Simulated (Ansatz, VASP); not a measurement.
## SrO: VASP beside Ansatz

```xyz
2
Lattice="0.0000 2.5663 2.5663 2.5663 0.0000 2.5663 2.5663 2.5663 0.0000" Properties=species:S:1:pos:R:3 pbc="T T T"
Sr    2.5663    2.5663    2.5663
O     0.0000    0.0000    0.0000
```

Alike in both runs: task single point; functional PBE; k mesh 9 × 9 × 9; occupations gaussian, width 0.022 eV; no spin polarisation.

```csv
,VASP,Ansatz
version,VASP 6.6.1,Ansatz 0.2.0
potentials or method,"VASP PAW PBE potentials, release 64 (Sr_sv, O)",Ansatz PAW
plane-wave cutoff (eV),520,420
valence electrons in the cell,16,16
```

Ansatz gave:

```
gap on the k mesh at the Fermi level (eV) : 3.37
least direct gap on the mesh (eV)         : 3.45
pressure (GPa)                            : 3.3
```

Task: Which values does VASP return?

Result: gap on the k mesh at the Fermi level (eV): 3.32; least direct gap on the mesh (eV): 3.41; pressure (GPa): 3.9.

With one functional, cell and mesh, what is left measures potentials, basis and numerics.

Noted on Ansatz's run: odd divisions of the mesh miss points on the zone boundary, where band edges often lie, so the gap on the mesh can be too wide.
